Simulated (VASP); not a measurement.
# CsH (I4/mmm) in VASP: notebook

CsH is run at these levels: LDA; tasks: single point.

Everything below comes from runs of VASP 6.6.1. Logs are shortened: lines on timing, memory, paths and dates and some standing lists are left out, and cuts for length are marked.

**1. The cell of the first run**

Symmetry: I4/mmm, No. 139, tetragonal system. The conventional cell has a = 4.328 Å, b = 4.328 Å, c = 6.631 Å, α = 90.00°, β = 90.00°, γ = 90.00°. Within 4.0 Å of Cs (site symmetry 4/mmm) lie 6 H at 3.06 to 3.32 Å. H (site symmetry 4/mmm) has 6 Cs at 3.06 to 3.32 Å within 4.0 Å.

**2. Single point, LDA (strain -0.040 along x and y, +0.040 along z)**

INCAR reads:

```
SYSTEM = CsH
ALGO = Normal
EDIFF = 1E-6
ENCUT = 520
ISIF = 2
ISMEAR = 0
LASPH = .True.
LCHARG = .False.
LREAL = .False.
LWAVE = .False.
NBANDS = 12
NELM = 60
PREC = Accurate
SIGMA = 0.05
```

KPOINTS reads:

```
k-points
0
Gamma
  8 8 8
  0 0 0
```

POSCAR reads:

```
CsH
1.0
    0.0000000000      3.0604800000      3.3155200000
    3.0604800000      0.0000000000      3.3155200000
    3.0604800000      3.0604800000      0.0000000000
Cs H
1 1
Direct
    0.0000000000      0.0000000000      0.0000000000
    0.5000000000      0.5000000000      0.5000000000
```

Potentials or basis: VASP PAW LDA potentials, release 64 (Cs_sv, H).

Command:

```console
cat potpaw_LDA.64/Cs_sv/POTCAR potpaw_LDA.64/H/POTCAR > POTCAR
mpirun -np 1 vasp_std > vasp.out
```

OUTCAR:

```text
SYSTEM = CsH
   EDIFF = 1E-6
   ENCUT = 520
   ISIF = 2
   ISMEAR = 0
   LASPH = .True.
   LREAL = .False.
   NELM = 60
   PREC = Accurate

 ion  position               nearest neighbor table
   1  0.000  0.000  0.000-
   2  0.500  0.500  0.500-

  LATTYP: Found a body centered tetragonal cell.
 ALAT       =     4.3281723234
 C/A-ratio  =     1.5320646926

  Lattice vectors:

 A1 = (  -3.0604800000,   0.0000000000,   3.3155200000)
 A2 = (   3.0604800000,   0.0000000000,   3.3155200000)
 A3 = (   0.0000000000,   3.0604800000,  -3.3155200000)

Analysis of symmetry for initial positions (statically):
=====================================================================
 Subroutine PRICEL returns:
 Original cell was already a primitive cell.

 Routine SETGRP: Setting up the symmetry group for a
 body centered tetragonal supercell.

 Subroutine GETGRP returns: Found 16 space group operations
 (whereof 16 operations were pure point group operations)
 out of a pool of 16 trial point group operations.

The static configuration has the point symmetry D_4h.

Analysis of symmetry for dynamics (positions and initial velocities):
=====================================================================
 Subroutine PRICEL returns:
 Original cell was already a primitive cell.

 Routine SETGRP: Setting up the symmetry group for a
 body centered tetragonal supercell.

 Subroutine GETGRP returns: Found 16 space group operations
 (whereof 16 operations were pure point group operations)
 out of a pool of 16 trial point group operations.

The dynamic configuration has the point symmetry D_4h.

 Subroutine INISYM returns: Found 16 space group operations
 (whereof 16 operations are pure point group operations),
 and found     1 'primitive' translations

----------------------------------------------------------------------------------------

                                     Primitive cell

  volume of cell :      62.1099

  direct lattice vectors                    reciprocal lattice vectors
     0.000000000  3.060480000  3.315520000    -0.163373066  0.163373066  0.150805907
     3.060480000  0.000000000  3.315520000     0.163373066 -0.163373066  0.150805907
     3.060480000  3.060480000  0.000000000     0.163373066  0.163373066 -0.150805907

  length of vectors
     4.512118206  4.512118206  4.328172323     0.275905670  0.275905670  0.275905670

  position of ions in fractional coordinates (direct lattice)
     0.000000000  0.000000000  0.000000000
     0.500000000  0.500000000  0.500000000

  ion indices of the primitive-cell ions
   primitive index   ion index
                 1           1
                 2           2

----------------------------------------------------------------------------------------

 KPOINTS: k-points

Automatic generation of k-mesh.
 Grid dimensions read from file:
 generate k-points for:    8    8    8

 Generating k-lattice:

  Cartesian coordinates                     Fractional coordinates (reciprocal lattice)
    -0.020421633  0.020421633  0.018850738     0.125000000 -0.000000000  0.000000000
     0.020421633 -0.020421633  0.018850738    -0.000000000  0.125000000  0.000000000
     0.020421633  0.020421633 -0.018850738     0.000000000  0.000000000  0.125000000

  Length of vectors
     0.034488209  0.034488209  0.034488209

  Shift w.r.t. Gamma in fractional coordinates (k-lattice)
     0.000000000  0.000000000  0.000000000

 Subroutine IBZKPT returns following result:
 ===========================================

 Found     59 irreducible k-points:

 Following reciprocal coordinates:
            Coordinates               Weight
  0.000000  0.000000  0.000000      1.000000
  0.125000  0.000000  0.000000      8.000000
  0.250000  0.000000  0.000000      8.000000
  0.375000  0.000000  0.000000      8.000000
  0.500000  0.000000  0.000000      4.000000
  0.125000  0.125000  0.000000      2.000000
[... 16 lines left out ...]
  0.250000  0.000000  0.125000     16.000000
  0.375000 -0.000000  0.125000     16.000000
 [... further k-points ...]
   k-points           NKPTS =     59   k-points in BZ     NKDIM =     59   number of bands    NBANDS=     12
   number of dos      NEDOS =    301   number of ions     NIONS =      2
   total plane-waves  NPLWV =  41472
   dimension x,y,z NGX =    36 NGY =   36 NGZ =   32
   dimension x,y,z NGXF=    72 NGYF=   72 NGZF=   64
   ions per type =               1   1
   NGX,Y,Z   is equivalent  to a cutoff of  13.26, 13.26, 12.29 a.u.
   NGXF,Y,Z  is equivalent  to a cutoff of  26.53, 26.53, 24.58 a.u.
 SYSTEM =  CsH
   PREC   = accura    normal or accurate (medium, high low for compatibility)
   ISTART =      0    job   : 0-new  1-cont  2-samecut
   ICHARG =      2    charge: 1-file 2-atom 10-const
   ISPIN  =      1    spin polarized calculation?
   LNONCOLLINEAR =      F non collinear calculations
   LSORBIT =      F    spin-orbit coupling
   LASPH  =      T    aspherical Exc in radial PAW
[... 22 lines left out ...]
     AMIX_MAG =   1.60;   BMIX_MAG =  1.00
  volume/ion in A,a.u.               =      31.05       209.57
  Fermi-wavevector in a.u.,A,eV,Ry     =   0.890611  1.683010 10.791970  0.793187
  Thomas-Fermi vector in A             =   2.012324
   LORBIT       =      0    0 simple, 1 ext, 2 COOP (PROOUT), +10 PAW based schemes
   GGA     = CA    functional components
   LHFCALC =     F    Hartree Fock is set to
   AEXX    =    0.0000 exact exchange contribution
   IVDW    =     0    specifies the selected vdW correction
   LEPSILON=     F    determine dielectric tensor
   LRPA    =     F    only Hartree local field effects (RPA)
 non-spin polarized calculation
 Gauss-broadening in eV      SIGMA  =   0.05
  energy-cutoff  :      520.00
  volume of cell :       62.11
 maximum number of plane-waves:      1688
 NGX is ok and might be reduce to    36
   NGX = 17   NGY = 17   NGZ = 17

 number of electron      10.0000000 magnetization

 Free energy of the ion-electron system (eV)
  ---------------------------------------------------
  ext. energy  EPLUGINS =         0.00000000
  ---------------------------------------------------
  free energy    TOTEN  =        -4.89216454 eV

  energy without entropy =       -4.89216454  energy(sigma->0) =       -4.89216454

 E-fermi :   0.5040     XC(G=0):  -7.6770

 val. band max:        0.2791928349   @ k =   0.5000   0.0000   0.0000
 cond. band min:       2.1228587093   @ k =   0.5000   0.0000   0.0000
 fundamental gap:      1.8436658744
 Fermi energy:         0.5040231540

 k-point     1 :       0.0000    0.0000    0.0000
  band No.  band energies     occupation
      1     -21.2190      2.00000
      2      -7.6796      2.00000
      3      -7.5893      2.00000
      4      -7.5893      2.00000
      5      -1.7134      2.00000
      6       4.9663      0.00000
      7       5.3926      0.00000
      8       5.3926      0.00000
      9       5.5269      0.00000
     10       7.2410      0.00000
     11       7.5949      0.00000
     12       8.8325      0.00000

 k-point     2 :       0.1250    0.0000    0.0000
  band No.  band energies     occupation
      1     -21.2051      2.00000
      2      -7.7956      2.00000
      3      -7.6679      2.00000
      4      -7.5985      2.00000
      5      -1.4395      2.00000
      6       4.6657      0.00000
      7       5.1394      0.00000
      8       5.5342      0.00000
      9       5.5667      0.00000
     10       6.8461      0.00000
     11       7.1361      0.00000
     12       9.4987      0.00000

 k-point     3 :       0.2500    0.0000    0.0000
  band No.  band energies     occupation
      1     -21.1712      2.00000
      2      -8.1576      2.00000
      3      -7.7320      2.00000
      4      -7.6205      2.00000
      5      -0.7901      2.00000
      6       3.5541      0.00000
      7       5.0069      0.00000
      8       5.5752      0.00000
      9       5.9054      0.00000
     10       6.9095      0.00000
     11       6.9587      0.00000
     12      10.9007      0.00000
[... 286 lines left out ...]
 k-point    23 :       0.2500    0.0000    0.1250
  band No.  band energies     occupation
      1     -21.1706      2.00000
      2      -8.0631      2.00000
      3      -7.7625      2.00000
      4      -7.6856      2.00000
      5      -0.8702      2.00000
      6       3.9952      0.00000
      7       4.6731      0.00000
      8       5.4218      0.00000
      9       6.1257      0.00000
     10       6.4188      0.00000
     11       7.6121      0.00000
     12      10.5259      0.00000

 k-point    24 :       0.3750   -0.0000    0.1250
  band No.  band energies     occupation
      1     -21.1365      2.00000
      2      -8.3834      2.00000
      3      -7.8160      2.00000
      4      -7.7146      2.00000
      5      -0.3188      2.00000
      6       3.0411      0.00000
      7       4.6288      0.00000
      8       5.2162      0.00000
      9       6.4457      0.00000
     10       7.4844      0.00000
     11       8.2599      0.00000
     12      11.2641      0.00000

 [... further k-points ...]

------------------------ aborting loop because EDIFF is reached ----------------------------------------

  FORCE on cell =-STRESS in cart. coord.  units (eV):
  Direction    XX          YY          ZZ          XY          YZ          ZX
  --------------------------------------------------------------------------------------
  -------------------------------------------------------------------------------------
  Total       -0.0813237     -0.0813237     -0.6929773      0.0000000      0.0000000     -0.0000000
  in kB       -2.0978152     -2.0978152    -17.8759396      0.0000000      0.0000000     -0.0000000
  external PRESSURE =      -7.3571900 kB  Pullay stress =       0.0000000 kB

 VOLUME and BASIS-vectors are now :
 -----------------------------------------------------------------------------
  energy-cutoff  :      520.00
  volume of cell :       62.11
      direct lattice vectors                 reciprocal lattice vectors
     0.000000000  3.060480000  3.315520000    -0.163373066  0.163373066  0.150805907
     3.060480000  0.000000000  3.315520000     0.163373066 -0.163373066  0.150805907
     3.060480000  3.060480000  0.000000000     0.163373066  0.163373066 -0.150805907

 POSITION                                       TOTAL-FORCE (eV/Angst)
 -----------------------------------------------------------------------------------
      0.00000      0.00000      0.00000         0.000000     -0.000000      0.000000
      3.06048      3.06048      3.31552        -0.000000      0.000000      0.000000
 -----------------------------------------------------------------------------------
    total drift:                               -0.000000      0.000000      0.000000

  FREE ENERGIE OF THE ION-ELECTRON SYSTEM (eV)
  ---------------------------------------------------
  free  energy   TOTEN  =        -4.8921645369 eV

  energy  without entropy=       -4.8921645369  energy(sigma->0) =       -4.89216454
```

Run time: 44 s. Hardware: 1 thread of Intel Xeon 8259CL, shared host; peak memory 0.19 GiB.

Results:

```yaml
Free_energy: -4.8922 eV
Pressure: -0.7 GPa
Band_gap_on_the_k_mesh: 1.84 eV
```

Levels at points of the mesh, in eV from the valence-band top:
```tsv
k point	band 2	band 3	band 4	band 5	band 6	band 7	band 8	band 9
(0.00, 0.00, 0.00)	-7.96	-7.87	-7.87	-1.99	4.69	5.11	5.11	5.25
(0.50, 0.00, 0.00)	-8.89	-8.09	-7.93	0.00	1.84	4.23	4.80	7.05
(0.50, 0.50, 0.00)	-8.78	-8.12	-8.12	-1.38	2.89	4.97	8.12	8.51
(0.50, 0.00, 0.50)	-8.72	-8.30	-8.23	-1.39	2.68	5.68	7.49	7.68
```

Caveat: the cell differs from its parent crystal (strain -0.040 along x and y, +0.040 along z); spin-orbit coupling is left out, which moves the levels of the heavy elements. A k mesh can miss the band edges.

**3. Single point, LDA (strain -0.040 along x and y, +0.080 along z)**

INCAR reads:

```
  ALGO = Normal
  EDIFF = 1E-7
  ENCUT = 520
  GGA = CA
  ISIF = 2
  ISMEAR = 0
  LASPH = True
  LCHARG = False
  LREAL = False
  LWAVE = False
  NBANDS = 12
  NELM = 100
  PREC = Accurate
  SIGMA = 0.05
```

KPOINTS reads:

```
k-points
0
Gamma
  8 8 8
```

POSCAR reads:

```
CsH
1.0
    0.0000000000      3.0604800000      3.4430400000
    3.0604800000      0.0000000000      3.4430400000
    3.0604800000      3.0604800000      0.0000000000
Cs H
1 1
Direct
    0.0000000000      0.0000000000      0.0000000000
    0.5000000000      0.5000000000      0.5000000000
```

Potentials or basis: VASP PAW LDA potentials, release 64 (Cs_sv, H).

Command:

```console
cat potpaw_LDA.64/Cs_sv/POTCAR potpaw_LDA.64/H/POTCAR > POTCAR
mpirun -np 1 vasp_std > vasp.out
```

Run time: 45 s. Hardware: 1 thread of Intel Xeon 8259CL, shared host; peak memory 0.19 GiB.

It converged, with:

```
Free energy            : -4.8634 eV
Pressure               : -0.9 GPa
Band gap on the k mesh : 1.87 eV
```

Stress tensor (GPa, compression positive):
```
-0.28  0.00  0.00
 0.00 -0.28  0.00
 0.00  0.00 -2.10
```

Levels at points of the mesh, in eV from the valence-band top:
| k point | band 1 | band 2 | band 3 | band 4 | band 5 | band 6 | band 7 | band 8 | band 9 | band 10 |
| --- | --- | --- | --- | --- | --- | --- | --- | --- | --- | --- |
| (0.00, 0.00, 0.00) | -21.49 | -8.03 | -7.89 | -7.89 | -1.93 | 4.57 | 4.78 | 5.19 | 5.19 | 7.06 |
| (0.50, 0.00, 0.00) | -21.41 | -8.84 | -8.15 | -7.93 | 0.00 | 1.87 | 4.14 | 4.92 | 6.85 | 7.89 |
| (0.50, 0.50, 0.00) | -21.41 | -8.75 | -8.09 | -8.09 | -1.31 | 3.01 | 4.62 | 7.98 | 8.42 | 8.51 |
| (0.50, 0.00, 0.50) | -21.37 | -8.67 | -8.33 | -8.25 | -1.31 | 2.74 | 5.62 | 7.05 | 7.34 | 8.00 |

Caveat: the cell differs from its parent crystal (strain -0.040 along x and y, +0.080 along z); spin-orbit coupling is left out, which moves the levels of the heavy elements.

**4. Single point, LDA (strain +0.040 along x and y, -0.080 along z)**

INCAR reads:

```
PREC = Accurate ; ENCUT = 520
EDIFF = 1E-6 ; ISMEAR = 0
SIGMA = 0.05 ; LREAL = F
LASPH = T ; NELM = 60
ALGO = Normal ; ISIF = 2
LWAVE = F ; LCHARG = F
NBANDS = 12
```

KPOINTS reads:

```
regular mesh
0
Gamma
  8 8 8
```

POSCAR reads:

```
CsH
1.0
    0.0000000000      3.3155200000      2.9329600000
    3.3155200000      0.0000000000      2.9329600000
    3.3155200000      3.3155200000      0.0000000000
Cs H
1 1
Direct
    0.0000000000      0.0000000000      0.0000000000
    0.5000000000      0.5000000000      0.5000000000
```

Command:

```console
cat potpaw_LDA.64/Cs_sv/POTCAR potpaw_LDA.64/H/POTCAR > POTCAR
mpirun -np 1 vasp_std > vasp.out
```

Wall time 57 s (1 thread of Intel Xeon 8259CL, shared host); peak memory 0.2 GiB.

Results (log left out):

* Free energy: -4.8494 eV
* Pressure: -0.8 GPa
* Band gap on the k mesh: 1.85 eV

Stress tensor (GPa, compression positive):
```
-1.79  0.00  0.00
 0.00 -1.79  0.00
 0.00  0.00  1.17
```

Levels at points of the mesh, in eV from the valence-band top:
| k point | band 1 | band 2 | band 3 | band 4 | band 5 | band 6 | band 7 | band 8 | band 9 | band 10 |
| --- | --- | --- | --- | --- | --- | --- | --- | --- | --- | --- |
| (0.00, 0.00, 0.00) | -21.51 | -7.99 | -7.99 | -7.89 | -1.95 | 4.78 | 4.78 | 4.99 | 5.35 | 6.05 |
| (0.50, 0.00, 0.00) | -21.43 | -8.85 | -8.15 | -7.97 | 0.00 | 1.85 | 4.05 | 5.00 | 6.84 | 7.69 |
| (0.50, 0.50, 0.00) | -21.38 | -8.63 | -8.37 | -8.37 | -1.33 | 2.54 | 6.01 | 7.59 | 7.59 | 7.73 |
| (0.50, 0.00, 0.50) | -21.41 | -8.76 | -8.20 | -8.15 | -1.33 | 2.95 | 4.90 | 7.03 | 7.71 | 8.10 |

Caveat: the cell differs from its parent crystal (strain +0.040 along x and y, -0.080 along z); spin-orbit coupling is left out, which moves the levels of the heavy elements. A k mesh can miss the band edges.

**5. Single point, LDA (strain +0.040 along x and y, -0.040 along z)**

INCAR reads:

```
PREC = Accurate
ENCUT = 520
EDIFF = 1E-6
ISMEAR = 0
SIGMA = 0.05
LREAL = F
LASPH = T
NELM = 60
ALGO = Normal
ISIF = 2
LWAVE = F
LCHARG = T
LELF = T
LVHAR = T
NBANDS = 12
```

KPOINTS is that of step 4.

POSCAR reads:

```
CsH
1.0
    0.0000000000      3.3155200000      3.0604800000
    3.3155200000      0.0000000000      3.0604800000
    3.3155200000      3.3155200000      0.0000000000
Cs H
1 1
Direct
    0.0000000000      0.0000000000      0.0000000000
    0.5000000000      0.5000000000      0.5000000000
```

Command:

```console
cat potpaw_LDA.64/Cs_sv/POTCAR potpaw_LDA.64/H/POTCAR > POTCAR
mpirun -np 1 vasp_std > vasp.out
```

Run time: 60 s. Hardware: 1 thread of Intel Xeon 8259CL, shared host; peak memory 0.2 GiB.

The run converged. Its results:

```yaml
Free_energy: -4.8559 eV
Pressure: -1.3 GPa
Band_gap_on_the_k_mesh: 1.95 eV
```

Stress tensor (GPa, compression positive):
```
-1.82  0.00  0.00
 0.00 -1.82  0.00
 0.00  0.00 -0.38
```

Levels at points of the mesh, in eV from the valence-band top:
```csv
k point,band 2,band 3,band 4,band 5,band 6,band 7,band 8,band 9
"(0.00, 0.00, 0.00)",-7.96,-7.96,-7.90,-1.82,4.86,4.86,5.20,5.23
"(0.50, 0.00, 0.00)",-8.73,-8.09,-7.98,0.00,1.95,4.27,4.85,6.81
"(0.50, 0.50, 0.00)",-8.56,-8.28,-8.28,-1.15,2.76,5.62,7.58,7.62
"(0.50, 0.00, 0.50)",-8.64,-8.17,-8.14,-1.16,3.00,4.92,7.24,7.72
```

Caveat: the cell differs from its parent crystal (strain +0.040 along x and y, -0.040 along z); spin-orbit coupling is left out, which moves the levels of the heavy elements. A k mesh can miss the band edges.

**6. Single point, LDA (strain +0.000 along x and y, +0.080 along z)**

INCAR reads:

```
  PREC = Accurate
  ENCUT = 520
  EDIFF = 1E-6
  ISMEAR = 0
  SIGMA = 0.05
  LREAL = F
  LASPH = T
  NELM = 80
  ALGO = Normal
  ISIF = 2
  LWAVE = F
  LCHARG = T
  LELF = T
  LVHAR = T
  NBANDS = 12
```

KPOINTS is that of step 5.

POSCAR reads:

```
CsH
1.0
    0.0000000000      3.1880000000      3.4430400000
    3.1880000000      0.0000000000      3.4430400000
    3.1880000000      3.1880000000      0.0000000000
Cs H
1 1
Direct
    0.0000000000      0.0000000000      0.0000000000
    0.5000000000      0.5000000000      0.5000000000
```

Potentials or basis: VASP PAW LDA potentials, release 64 (Cs_sv, H).

Command:

```console
cat potpaw_LDA.64/Cs_sv/POTCAR potpaw_LDA.64/H/POTCAR > POTCAR
mpirun -np 1 vasp_std > vasp.out
```

Run time: 63 s. Hardware: 1 thread of Intel Xeon 8259CL, shared host; peak memory 0.2 GiB.

It converged, with:

| Property | Result |
| --- | --- |
| Free energy | -4.8353 eV |
| Pressure | -1.6 GPa |
| Band gap on the k mesh | 2.01 eV |

Stress tensor (GPa, compression positive):
```
-1.32  0.00  0.00
 0.00 -1.32  0.00
 0.00  0.00 -2.13
```

Levels at points of the mesh, in eV from the valence-band top:
| k point | band 3 | band 4 | band 5 | band 6 | band 7 | band 8 |
| --- | --- | --- | --- | --- | --- | --- |
| (0.00, 0.00, 0.00) | -7.94 | -7.94 | -1.73 | 4.74 | 5.02 | 5.11 |
| (0.50, 0.00, 0.00) | -8.10 | -7.98 | 0.00 | 2.01 | 4.32 | 4.82 |
| (0.50, 0.50, 0.00) | -8.12 | -8.12 | -1.06 | 3.11 | 4.61 | 7.59 |
| (0.50, 0.00, 0.50) | -8.24 | -8.21 | -1.04 | 2.93 | 5.24 | 7.08 |

Caveat: the cell differs from its parent crystal (strain +0.000 along x and y, +0.080 along z); spin-orbit coupling is left out, which moves the levels of the heavy elements.

**7. Overview**

| cell | gap on the mesh (eV) | pressure (GPa) |
| --- | --- | --- |
| a = 4.512, b = 4.512, c = 4.328 Å, angles 61.3, 61.3, 57.3°, 2 atoms | 1.84 | -0.7 |
| a = 4.607, b = 4.607, c = 4.328 Å, angles 62.0, 62.0, 56.0°, 2 atoms | 1.87 | -0.9 |
| a = 4.427, b = 4.427, c = 4.689 Å, angles 58.0, 58.0, 64.0°, 2 atoms | 1.85 | -0.8 |
| a = 4.512, b = 4.512, c = 4.689 Å, angles 58.7, 58.7, 62.6°, 2 atoms | 1.95 | -1.3 |
| a = 4.692, b = 4.692, c = 4.509 Å, angles 61.3, 61.3, 57.4°, 2 atoms | 2.01 | -1.6 |

Alike in all rows: task single point; level LDA; potentials or basis VASP PAW LDA potentials, release 64 (Cs_sv, H); no spin polarisation; k mesh 8 × 8 × 8; cutoff (eV) 520; smearing gaussian 0.05 eV.

Caveats: spin-orbit coupling is left out, which moves the levels of the heavy elements.

Absolute energies hang on the potentials; compare differences alone.
